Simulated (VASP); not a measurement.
Input of a VASP 6.6.1 run:

The input INCAR:

```
SYSTEM = Be
PREC     = Accurate       ! precision mode
ENCUT    = 520            ! plane-wave cutoff, eV
EDIFF    = 1E-6           ! SCF threshold, eV
ISMEAR   = -1             ! smearing method
SIGMA    = 0.05           ! smearing width, eV
LREAL    = .FALSE.        ! projectors in reciprocal space
LASPH    = .TRUE.         ! aspherical terms in the spheres
NELM     = 80             ! most SCF steps
ALGO     = Normal         ! electronic algorithm
ISIF     = 2              ! what is computed and relaxed
LWAVE    = .FALSE.        ! write WAVECAR
LCHARG   = .FALSE.        ! write CHGCAR
GGA      = PS             ! functional
NBANDS   = 9              ! bands
```

File KPOINTS:

```
Automatic mesh
0
G
  8 8 4
  0 0 0
```

POSCAR

```
Be
1.0
    2.2853000000      0.0000000000      0.0000000000
   -1.1426500000      1.9791278553      0.0000000000
    0.0000000000      0.0000000000      3.5842000000
Be
2
Direct
    0.6666666667      0.3333333333      0.7500000000
    0.3333333333      0.6666666667      0.2500000000
```

Potentials or basis: VASP PAW PBE potentials, release 64 (Be).

Run with:

```sh
$ cat potpaw_PBE.64/Be/POTCAR > POTCAR
$ mpirun -np 1 vasp_std > vasp.out
```

(1) Predict the pressure.

(2) Estimate the band gap on the k mesh.

Results:

(1) -3.5 GPa.

(2) zero (bands 2 and 3 overlap by 0.01 eV).

Caveat: the k points lie up to 0.44 Å⁻¹ apart; the PAW data sets were made with another functional, which shifts forces and pressure a little.
